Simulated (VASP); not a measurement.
Runs of VASP 6.6.1 on BaZrO3. The structure is that of space group Pm-3m (No. 221), or close to it. The cells are those of the table. 

```csv
task,cell,cutoff (eV),gap on the mesh (eV),pressure (GPa)
relaxation of cell and atoms,"relaxed to 5 GPa from a = 4.191 Å, 5 atoms",600,(b),4.9
single point,"a = 4.164 Å, 5 atoms",520,(a),3.2
single point,"a = 4.106 Å, 5 atoms",520,3.23,11.4
relaxation of cell and atoms,"relaxed to 2 GPa from a = 4.191 Å, 5 atoms",600,3.13,2.0
single point,"a = 4.141 Å, 5 atoms",520,3.18,6.3
single point,"a = 4.181 Å, 5 atoms",520,3.12,(d)
single point,"a = 4.198 Å, 5 atoms",520,(c),-0.9
relaxation of cell and atoms,"relaxed to 10 GPa from a = 4.191 Å, 5 atoms",600,3.22,10.0
```

Alike in all rows: level PBEsol; potentials or basis VASP PAW PBE potentials, release 64 (Ba_sv, Zr_sv, O); no spin polarisation; k mesh 6 × 6 × 6; smearing gaussian 0.01 eV.

Question: Fill in the values left out.

Answer: (a) 3.15; (b) 3.17; (c) 3.10; (d) 1.2.

Caveats: the PAW data sets were made with another functional, which shifts forces and pressure a little; spin-orbit coupling is left out, which moves the levels of the heavy elements; the cell is relaxed towards a set pressure, so the enthalpy falls and the energy may rise (some runs).

A k mesh can miss the band edges, and the runs leave out spin-orbit coupling on Ba, Zr.
